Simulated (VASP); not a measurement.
# MnO (P6_3mc) in VASP: single point with PBEsol

Aim: the single point of MnO with PBEsol.

Program: VASP 6.6.1. These are calculated values, not measurements. Logs are shortened: lines on timing, memory, paths and dates and some standing lists are left out, and cuts for length are marked.

### 1 The cell of the first run

It takes space group P6_3mc (No. 186, hexagonal). Conventional cell: a = 3.297 Å, b = 3.297 Å, c = 5.609 Å, α = 90.00°, β = 90.00°, γ = 120.00°. Within 2.6 Å of Mn (site symmetry 3m) lie 4 O at 1.93 to 2.47 Å. Within 2.6 Å of O (site symmetry 3m) lie 4 Mn at 1.93 to 2.47 Å.

### 2 Single point, PBEsol, collinear spin, ferromagnetic start (Zn replaced by Mn, lengths x 1.054, strained)

File INCAR:

```
SYSTEM = MnO
PREC = Accurate
ENCUT = 520
EDIFF = 1E-7
ISMEAR = 0
SIGMA = 0.1
LREAL = .FALSE.
LASPH = .TRUE.
NELM = 150
ALGO = Normal
ISIF = 2
LWAVE = .FALSE.
LCHARG = .TRUE.
ISPIN = 2
MAGMOM = 4 4 0 0
LORBIT = 11
LMAXMIX = 4
GGA = PS
LELF = .TRUE.
LVHAR = .TRUE.
NBANDS = 31
```

File KPOINTS:

```
regular mesh
0
G
  6 6 4
  0 0 0
```

File POSCAR:

```
MnO
1.0
    3.2970267511      0.0000000000      0.0000000000
   -1.6485133755      2.8553089234      0.0000000000
    0.0000000000      0.0000000000      5.6092426729
Mn O
2 2
Direct
    0.3333333333      0.6666666667     -0.0288250894
    0.6666666667      0.3333333333      0.4711749106
    0.3333333333      0.6666666667      0.4109250894
    0.6666666667      0.3333333333      0.9109250894
```

Potentials or basis: VASP PAW PBE potentials, release 64 (Mn_pv, O).

The run is started by

```console
$ cat potpaw_PBE.64/Mn_pv/POTCAR potpaw_PBE.64/O/POTCAR > POTCAR
$ mpirun -np 1 vasp_std > vasp.out
```

OUTCAR:

```text
SYSTEM = MnO
   PREC = Accurate
   ENCUT = 520
   EDIFF = 1E-7
   ISMEAR = 0
   LREAL = .FALSE.
   LASPH = .TRUE.
   NELM = 150
   ISIF = 2
   ISPIN = 2
   LORBIT = 11
   GGA = PS

 ion  position               nearest neighbor table
   1  0.333  0.667  0.971-   4 1.93   4 1.93   4 1.93   3 2.47
   2  0.667  0.333  0.471-   3 1.93   3 1.93   3 1.93   4 2.47
   3  0.333  0.667  0.411-   2 1.93   2 1.93   2 1.93   1 2.47
   4  0.667  0.333  0.911-   1 1.93   1 1.93   1 1.93   2 2.47

  LATTYP: Found a hexagonal cell.
 ALAT       =     3.2970267511
 C/A-ratio  =     1.7013033549

  Lattice vectors:

 A1 = (   3.2970267511,   0.0000000000,   0.0000000000)
 A2 = (  -1.6485133755,   2.8553089234,   0.0000000000)
 A3 = (   0.0000000000,   0.0000000000,   5.6092426729)

Analysis of symmetry for initial positions (statically):
=====================================================================
 Subroutine PRICEL returns:
 Original cell was already a primitive cell.

 Routine SETGRP: Setting up the symmetry group for a
 hexagonal supercell.

 Subroutine GETGRP returns: Found 12 space group operations
 (whereof  6 operations were pure point group operations)
 out of a pool of 24 trial point group operations.

The static configuration has the point symmetry C_3v.
 The point group associated with its full space group is C_6v.

Analysis of symmetry for dynamics (positions and initial velocities):
=====================================================================
 Subroutine PRICEL returns:
 Original cell was already a primitive cell.

 Routine SETGRP: Setting up the symmetry group for a
 hexagonal supercell.

 Subroutine GETGRP returns: Found 12 space group operations
 (whereof  6 operations were pure point group operations)
 out of a pool of 24 trial point group operations.

The dynamic configuration has the point symmetry C_3v.
 The point group associated with its full space group is C_6v.

Analysis of structural, dynamic, and magnetic symmetry:
=====================================================================
 Subroutine PRICEL returns:
 Original cell was already a primitive cell.

 Routine SETGRP: Setting up the symmetry group for a
 hexagonal supercell.

 Subroutine GETGRP returns: Found 12 space group operations
 (whereof  6 operations were pure point group operations)
 out of a pool of 24 trial point group operations.

The overall configuration has the point symmetry C_3v.
 The point group associated with its full space group is C_6v.

 Subroutine INISYM returns: Found 12 space group operations
 (whereof  6 operations are pure point group operations),
[... 126 lines left out ...]
   LRPA    =     F    only Hartree local field effects (RPA)
 spin polarized calculation
 Gauss-broadening in eV      SIGMA  =   0.10
  energy-cutoff  :      520.00
  volume of cell :       52.81
 maximum number of plane-waves:      1446
 NGX is ok and might be reduce to    28
   NGX = 13   NGY = 13   NGZ = 21

 number of electron      37.9999994 magnetization      10.0987354

 number of electron      37.9999994 magnetization       9.4005897

 Free energy of the ion-electron system (eV)
  ---------------------------------------------------
  ext. energy  EPLUGINS =         0.00000000
  ---------------------------------------------------
  free energy    TOTEN  =       -33.89992228 eV

  energy without entropy =      -33.89076562  energy(sigma->0) =      -33.89534395

 E-fermi :   5.8401     XC(G=0): -10.8647

 val. band max:        5.8368597524   @ k =   0.3333   0.1667   0.0000
 cond. band min:       5.8771567477   @ k =   0.0000   0.0000   0.2500
 fundamental gap:      0.0402969953
 Fermi energy:         5.8401123140

 spin component 1

 k-point     1 :       0.0000    0.0000    0.0000
  band No.  band energies     occupation
      1     -44.7210      1.00000
      2     -44.6959      1.00000
      3     -44.6255      1.00000
      4     -44.6255      1.00000
      5     -44.6218      1.00000
      6     -44.6218      1.00000
[... 703 lines left out ...]
     30      13.3379      0.00000
     31      18.3060      0.00000
 Fermi energy:         5.8401123140

 spin component 2

 k-point     1 :       0.0000    0.0000    0.0000
  band No.  band energies     occupation
      1     -40.2584      1.00000
      2     -40.2266      1.00000
      3     -40.2164      1.00000
      4     -40.2164      1.00000
      5     -40.2118      1.00000
      6     -40.2118      1.00000
[... 703 lines left out ...]
     30      15.0502      0.00000
     31      19.5743      0.00000

------------------------ aborting loop because EDIFF is reached ----------------------------------------

  FORCE on cell =-STRESS in cart. coord.  units (eV):
  Direction    XX          YY          ZZ          XY          YZ          ZX
  --------------------------------------------------------------------------------------
  -------------------------------------------------------------------------------------
  Total        3.2901438      3.2901438     -1.8271866      0.0000000      0.0000000      0.0000000
  in kB       99.8264563     99.8264563    -55.4387817      0.0000000      0.0000000      0.0000000
  external PRESSURE =      48.0713770 kB  Pullay stress =       0.0000000 kB

 VOLUME and BASIS-vectors are now :
 -----------------------------------------------------------------------------
  energy-cutoff  :      520.00
  volume of cell :       52.81
      direct lattice vectors                 reciprocal lattice vectors
     3.297026751  0.000000000  0.000000000     0.303303575  0.175112401  0.000000000
    -1.648513376  2.855308923  0.000000000     0.000000000  0.350224801  0.000000000
     0.000000000  0.000000000  5.609242673     0.000000000  0.000000000  0.178277186

 POSITION                                       TOTAL-FORCE (eV/Angst)
 -----------------------------------------------------------------------------------
     -0.00000      1.90354      5.44756        -0.000000     -0.000000      0.394542
      1.64851      0.95177      2.64293         0.000000     -0.000000      0.394542
     -0.00000      1.90354      2.30498        -0.000000     -0.000000     -0.394542
      1.64851      0.95177      5.10960         0.000000      0.000000     -0.394542
 -----------------------------------------------------------------------------------
    total drift:                                0.000000      0.000001      0.001742

  FREE ENERGIE OF THE ION-ELECTRON SYSTEM (eV)
  ---------------------------------------------------
  free  energy   TOTEN  =       -33.8999222831 eV

  energy  without entropy=      -33.8907656210  energy(sigma->0) =      -33.89534395

 total charge

# of ion       s       p       d       tot
------------------------------------------
    1        0.271   6.254   4.990  11.516
    2        0.271   6.254   4.990  11.516
    3        1.558   3.449   0.000   5.007
    4        1.558   3.449   0.000   5.007
--------------------------------------------------
tot          3.659  19.406   9.980  33.045

 magnetization (x)

# of ion       s       p       d       tot
------------------------------------------
    1        0.048   0.056   4.078   4.182
    2        0.048   0.056   4.078   4.182
    3        0.016   0.156   0.000   0.171
    4        0.016   0.156   0.000   0.171
--------------------------------------------------
tot          0.128   0.424   8.155   8.707
```

Wall time 47 s (1 thread of Intel Xeon 6975P-C (Granite Rapids), shared host); peak memory 0.22 GiB.

What came out:

```
Free energy                                           : -33.8999 eV
Pressure                                              : 4.8 GPa
Largest force                                         : 0.395 eV/Å
Net moment                                            : 9.40 μB per cell
Site moments                                          : Mn +4.18; O +0.17 μB
Valence electrons inside the program's atomic spheres : Mn 11.52; O 5.01
```

Forces in eV/Å, atoms in the order of the input:
```
Mn   0.000  0.000  0.395
Mn   0.000  0.000  0.395
O    0.000  0.000 -0.395
O    0.000  0.000 -0.395
```

Stress tensor (GPa, compression positive):
```
 9.98  0.00  0.00
 0.00  9.98  0.00
 0.00  0.00 -5.54
```

Caveat: the k points lie up to 0.37 Å⁻¹ apart; the cell differs from its parent crystal (Zn replaced by Mn, lengths x 1.054, strained); the PAW data sets were made with another functional, which shifts forces and pressure a little; semilocal functionals often make such compounds metallic where correlation or magnetic order opens a gap, which also shifts bond lengths; only a ferromagnetic start was run, and an antiferromagnetic order may lie lower in energy.
